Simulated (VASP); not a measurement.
# ZrO2 (P4_2/nmc) in VASP: single point with RPBE

Aim: the single point of ZrO2 with RPBE.

Program: VASP 6.6.1. These are calculated values, not measurements. Logs are shortened: lines on timing, memory, paths and dates and some standing lists are left out, and cuts for length are marked.

### Step 1. The cell of the first run

It takes space group P4_2/nmc (No. 137, tetragonal). The conventional cell has a = 3.621 Å, b = 3.621 Å, c = 5.283 Å, α = 90.00°, β = 90.00°, γ = 90.00°. Within 2.8 Å of Zr (site symmetry -4m2) lie 8 O at 2.08 to 2.43 Å. Within 2.8 Å of O (site symmetry 2mm) lie 4 Zr at 2.08 to 2.43 Å and 6 O at 2.63 to 2.64 Å.

### Step 2. Single point, RPBE, non-collinear spin, zero start, spin-orbit coupling

The input, INCAR:

```
SYSTEM = ZrO2
PREC = Accurate
ENCUT = 600
EDIFF = 1E-6
ISMEAR = 0
SIGMA = 0.05
LREAL = .False.
LASPH = .True.
NELM = 200
ALGO = Normal
ISIF = 2
LWAVE = .False.
LCHARG = .True.
MAGMOM = 0 0 0 0 0 0 0 0 0 0 0 0 0 0 0 0 0 0
LORBIT = 11
LSORBIT = .True.
GGA_COMPAT = .False.
LORBMOM = .True.
LMAXMIX = 4
GGA = RP
LVHAR = .True.
NBANDS = 64
```

The input, KPOINTS:

```
regular mesh
0
Gamma
  6 6 4
  0 0 0
```

The input, POSCAR:

```
ZrO2
1.0
    3.6208211003      0.0000000000      0.0000000000
    0.0000000000      3.6208211003      0.0000000000
    0.0000000000      0.0000000000      5.2831522578
Zr O
2 4
Direct
    0.0000000000      0.0000000000      0.0000000000
    0.5000000000      0.5000000000      0.5000000000
    0.0000000000      0.5000000000      0.1928116375
    0.0000000000      0.5000000000      0.6928116375
    0.5000000000      0.0000000000      0.3071883625
    0.5000000000      0.0000000000      0.8071883625
```

Potentials or basis: VASP PAW PBE potentials, release 64 (Zr_sv, O).

Launch:

```bash
$ cat potpaw_PBE.64/Zr_sv/POTCAR potpaw_PBE.64/O/POTCAR > POTCAR
$ mpirun -np 1 vasp_ncl > vasp.out
```

OUTCAR:

```text
SYSTEM = ZrO2
   PREC = Accurate
   ENCUT = 600
   EDIFF = 1E-6
   ISMEAR = 0
   LREAL = .False.
   LASPH = .True.
   NELM = 200
   ISIF = 2
   LORBIT = 11
   LSORBIT = .True.
   GGA = RP

 ion  position               nearest neighbor table
   1  0.000  0.000  0.000-   3 2.08   6 2.08   3 2.08   6 2.08   5 2.43   4 2.43   5 2.43   4 2.43
                             2 3.68   2 3.68   2 3.68   2 3.68   2 3.68   2 3.68   2 3.68   2 3.68
   2  0.500  0.500  0.500-   4 2.08   5 2.08   5 2.08   4 2.08   3 2.43   6 2.43   3 2.43   6 2.43
                             1 3.68   1 3.68   1 3.68   1 3.68   1 3.68   1 3.68   1 3.68   1 3.68
   3  0.000  0.500  0.193-   1 2.08   1 2.08   2 2.43   2 2.43
   4  0.000  0.500  0.693-   2 2.08   2 2.08   1 2.43   1 2.43
   5  0.500  0.000  0.307-   2 2.08   2 2.08   1 2.43   1 2.43
   6  0.500  0.000  0.807-   1 2.08   1 2.08   2 2.43   2 2.43

  LATTYP: Found a simple tetragonal cell.
 ALAT       =     3.6208211003
 C/A-ratio  =     1.4591033667

  Lattice vectors:

 A1 = (   3.6208211003,   0.0000000000,   0.0000000000)
 A2 = (   0.0000000000,   3.6208211003,   0.0000000000)
 A3 = (   0.0000000000,   0.0000000000,   5.2831522578)

Analysis of symmetry for initial positions (statically):
=====================================================================
 Subroutine PRICEL returns:
 Original cell was already a primitive cell.

 Routine SETGRP: Setting up the symmetry group for a
 simple tetragonal supercell.

 Subroutine GETGRP returns: Found 16 space group operations
 (whereof  8 operations were pure point group operations)
 out of a pool of 16 trial point group operations.

The static configuration has the point symmetry D_2d.
 The point group associated with its full space group is D_4h.

Analysis of symmetry for dynamics (positions and initial velocities):
=====================================================================
 Subroutine PRICEL returns:
 Original cell was already a primitive cell.

 Routine SETGRP: Setting up the symmetry group for a
 simple tetragonal supercell.

 Subroutine GETGRP returns: Found 16 space group operations
 (whereof  8 operations were pure point group operations)
 out of a pool of 16 trial point group operations.

The dynamic configuration has the point symmetry D_2d.
 The point group associated with its full space group is D_4h.

Analysis of structural, dynamic, and magnetic symmetry:
=====================================================================
 Subroutine PRICEL returns:
 Original cell was already a primitive cell.

 Routine SETGRP: Setting up the symmetry group for a
 simple tetragonal supercell.

 Subroutine GETGRP returns: Found 16 space group operations
[... 1731 lines left out ...]
  3        -0.000   0.000  -0.000
  4        -0.000   0.000  -0.000
  5        -0.000   0.000  -0.000
  6        -0.000   0.000  -0.000
 ----------------------------------------
           -0.000   0.000  -0.000

 orbital moment (y)

 # of ion     p       d       tot
 ----------------------------------------
  1        -0.000  -0.000  -0.000
  2        -0.000  -0.000  -0.000
  3        -0.000   0.000  -0.000
  4         0.000   0.000   0.000
  5         0.000   0.000   0.000
  6        -0.000   0.000  -0.000
 ----------------------------------------
           -0.000  -0.000  -0.000

 orbital moment (z)

 # of ion     p       d       tot
 ----------------------------------------
  1         0.000   0.000   0.000
  2         0.000   0.000   0.000
  3         0.000   0.000   0.000
  4         0.000   0.000   0.000
  5         0.000   0.000   0.000
  6         0.000   0.000   0.000
 ----------------------------------------
            0.000   0.000   0.000

 Spin-Orbit-Coupling matrix elements

 Ion:    1  E_soc:     -0.1332018
 l=   1
     0.0000000    -0.0218524    -0.0218349
    -0.0218524     0.0000000    -0.0218524
    -0.0218349    -0.0218524     0.0000000
 l=   2
     0.0000000    -0.0000644     0.0000000    -0.0000644    -0.0002779
    -0.0000644     0.0000000    -0.0001882    -0.0000943    -0.0000919
     0.0000000    -0.0001882     0.0000000    -0.0001882     0.0000000
    -0.0000644    -0.0000943    -0.0001882     0.0000000    -0.0000919
    -0.0002779    -0.0000919     0.0000000    -0.0000919     0.0000000
 l=   3
     0.0000000     0.0000000     0.0000000     0.0000000     0.0000000     0.0000000     0.0000000
     0.0000000     0.0000000     0.0000000     0.0000000     0.0000000     0.0000000     0.0000000
     0.0000000     0.0000000     0.0000000     0.0000000     0.0000000     0.0000000     0.0000000
     0.0000000     0.0000000     0.0000000     0.0000000     0.0000000     0.0000000     0.0000000
[... 89 lines left out ...]
 l=   2
     0.0000000     0.0000000     0.0000000     0.0000000     0.0000000
     0.0000000     0.0000000     0.0000000     0.0000000     0.0000000
     0.0000000     0.0000000     0.0000000     0.0000000     0.0000000
     0.0000000     0.0000000     0.0000000     0.0000000     0.0000000
     0.0000000     0.0000000     0.0000000     0.0000000     0.0000000
 l=   3
     0.0000000     0.0000000     0.0000000     0.0000000     0.0000000     0.0000000     0.0000000
     0.0000000     0.0000000     0.0000000     0.0000000     0.0000000     0.0000000     0.0000000
     0.0000000     0.0000000     0.0000000     0.0000000     0.0000000     0.0000000     0.0000000
     0.0000000     0.0000000     0.0000000     0.0000000     0.0000000     0.0000000     0.0000000
     0.0000000     0.0000000     0.0000000     0.0000000     0.0000000     0.0000000     0.0000000
     0.0000000     0.0000000     0.0000000     0.0000000     0.0000000     0.0000000     0.0000000
     0.0000000     0.0000000     0.0000000     0.0000000     0.0000000     0.0000000     0.0000000

 total charge

# of ion       s       p       d       tot
------------------------------------------
    1        2.174   6.050   1.367   9.591
    2        2.174   6.050   1.367   9.591
    3        1.567   3.534   0.000   5.101
    4        1.567   3.534   0.000   5.101
    5        1.567   3.534   0.000   5.101
    6        1.567   3.534   0.000   5.101
--------------------------------------------------
tot         10.614  26.236   2.735  39.585

 magnetization (x)

# of ion       s       p       d       tot
------------------------------------------
    1       -0.000   0.000   0.000  -0.000
    2        0.000   0.000   0.000   0.000
    3        0.000   0.000   0.000   0.000
    4        0.000   0.000   0.000   0.000
    5        0.000   0.000   0.000   0.000
    6        0.000   0.000   0.000   0.000
--------------------------------------------------
tot         -0.000   0.000   0.000  -0.000

 magnetization (y)

# of ion       s       p       d       tot
------------------------------------------
    1        0.000   0.000  -0.000  -0.000
    2        0.000   0.000  -0.000  -0.000
    3        0.000   0.000   0.000   0.000
    4        0.000  -0.000   0.000  -0.000
    5        0.000   0.000   0.000   0.000
    6        0.000   0.000   0.000   0.000
--------------------------------------------------
tot          0.000   0.000  -0.000  -0.000

 magnetization (z)

# of ion       s       p       d       tot
------------------------------------------
    1       -0.000   0.000   0.000  -0.000
    2        0.000   0.000   0.000   0.000
    3        0.000  -0.000   0.000  -0.000
    4        0.000  -0.000   0.000  -0.000
    5       -0.000  -0.000   0.000  -0.000
    6        0.000  -0.000   0.000  -0.000
--------------------------------------------------
tot         -0.000  -0.000   0.000   0.000
```

OSZICAR:

```text
N       E                     dE             d eps       ncg     rms          rms(c)
DAV:   1     0.495547431433E+03    0.49555E+03   -0.29154E+04  3840   0.171E+03
DAV:   2    -0.259283626329E+02   -0.52148E+03   -0.49775E+03  4632   0.456E+02
DAV:   3    -0.644683075288E+02   -0.38540E+02   -0.38290E+02  5184   0.118E+02
DAV:   4    -0.668671078291E+02   -0.23988E+01   -0.23951E+01  5808   0.231E+01
DAV:   5    -0.669667514909E+02   -0.99644E-01   -0.99632E-01  4952   0.371E+00    0.361E+01
DAV:   6    -0.546657317198E+02    0.12301E+02   -0.54837E+01  4928   0.480E+01    0.133E+01
DAV:   7    -0.548288515660E+02   -0.16312E+00   -0.43293E+00  5256   0.114E+01    0.880E+00
DAV:   8    -0.548520853466E+02   -0.23234E-01   -0.63665E-01  4344   0.544E+00    0.154E+00
DAV:   9    -0.548346669618E+02    0.17418E-01   -0.14002E-01  4824   0.199E+00    0.681E-01
DAV:  10    -0.548376469317E+02   -0.29800E-02   -0.12315E-02  4792   0.817E-01    0.452E-01
DAV:  11    -0.548392373296E+02   -0.15904E-02   -0.27272E-03  4624   0.386E-01    0.130E-01
DAV:  12    -0.548392716734E+02   -0.34344E-04   -0.74900E-04  4640   0.207E-01    0.104E-01
DAV:  13    -0.548393041267E+02   -0.32453E-04   -0.26264E-04  4336   0.111E-01    0.213E-02
DAV:  14    -0.548393073318E+02   -0.32051E-05   -0.12205E-05  5144   0.211E-02    0.658E-03
DAV:  15    -0.548393089662E+02   -0.16344E-05   -0.26746E-06  3592   0.954E-03    0.242E-03
DAV:  16    -0.548393090527E+02   -0.86428E-07   -0.78143E-07  3048   0.509E-03
   1 F= -.54839309E+02 E0= -.54839309E+02  d E =-.178896E-25  mag=     0.0000    -0.0000    -0.0000
```

It took 9 min on 1 thread of Intel Xeon Platinum 8488C (Sapphire Rapids), shared host; peak memory 0.47 GiB.

Results:

```yaml
Free_energy: -54.8393 eV
Pressure: 4.4 GPa
Largest_force: 0.014 eV/Å
Net_moment: 0.00 μB per cell
Valence_electrons_inside_the_program's_atomic_spheres: Zr 9.59; O 5.10
```

Forces in eV/Å, atoms in the order of the input:
```
Zr   0.000  0.000  0.000
Zr   0.000  0.000  0.000
O    0.000  0.000  0.014
O    0.000  0.000  0.014
O    0.000  0.000 -0.014
O    0.000  0.000 -0.014
```

Moments on the atoms (μB; x, y, z):
```
Zr  0.00 0.00 0.00
Zr  0.00 0.00 0.00
O   0.00 0.00 0.00
O   0.00 0.00 0.00
O   0.00 0.00 0.00
O   0.00 0.00 0.00
```

Caveat: the cell stands under pressure; the PAW data sets were made with another functional, which shifts forces and pressure a little.
